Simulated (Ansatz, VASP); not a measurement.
**Pd in VASP and in Ansatz**

File INCAR:

```
PREC = Accurate
ENCUT = 520
EDIFF = 1E-7
ISMEAR = -1
SIGMA = 0.1
LREAL = F
LASPH = T
NELM = 60
ALGO = Normal
ISIF = 2
LWAVE = F
LCHARG = F
GGA = CA
NBANDS = 17
```

KPOINTS

```
Automatic mesh
0
Gamma
  23 23 22
```

File POSCAR:

```
Pd
1.0
   -3.2173303570      3.2157285391      1.3083568364
    3.2157285391     -3.2173303570      1.3083568364
    1.6408814016      1.6408814016     -1.3112905688
Pd
2
Direct
    0.9999725365      0.0000274635      1.0000000000
    0.7500274635      0.2499725365      0.5000000000
```

Input for Ansatz:

```yaml
crystal:
  lattice:
    - [-3.217330357, 3.2157285391, 1.3083568364]
    - [3.2157285391, -3.217330357, 1.3083568364]
    - [1.6408814016, 1.6408814016, -1.3112905688]
  atoms:
    - { symbol: Pd, position: [0.9999725365, 2.74635e-05, 1.0] }
    - { symbol: Pd, position: [0.7500274635, 0.2499725365, 0.5] }
hamiltonian:
  xc: lda
  pseudopotentials:
    kind: paw
    azcp:
      Pd: "pseudopotentials/Pd.paw.azcp"
basis:
  ecutwfc: 420
  fft_grid_basis: typed
kpoints:
  mp_grid: { grid: [23, 23, 22], shift: [0, 0, 0] }
magnetization:
  spin_polarized: false
scf:
  occupations: { method: fermi_dirac, width: 0.1 }
output:
  stress: true
  write_density: true
  write_potential: true
  elf: true
  volumetric_format: npy
```

Alike in both runs: task single point; functional LDA; k mesh 23 × 23 × 22; occupations fermi-dirac, width 0.1 eV; no spin polarisation.

```csv
,VASP,Ansatz
version,VASP 6.6.1,Ansatz 0.2.0
potentials or method,"VASP PAW LDA potentials, release 64 (Pd), cutoff 520 eV","plane waves (420 eV) with PAW, scalar-relativistic"
valence electrons in the cell,20,36
```

```tsv
	VASP	Ansatz	Ansatz less VASP
pressure (GPa)	10.2	10.0	-0.24
traceless stress, the component that is largest in VASP (GPa)	0.46	0.36	-0.096
```

Ansatz warns that its potentials were made for another functional, while VASP's fit it. LDA's correlation is that of Perdew and Zunger in VASP and of Perdew and Wang (1992) in Ansatz. VASP's potentials hold 20 valence electrons a cell and Ansatz's 36, so a difference there can come from the potentials and not from the codes.
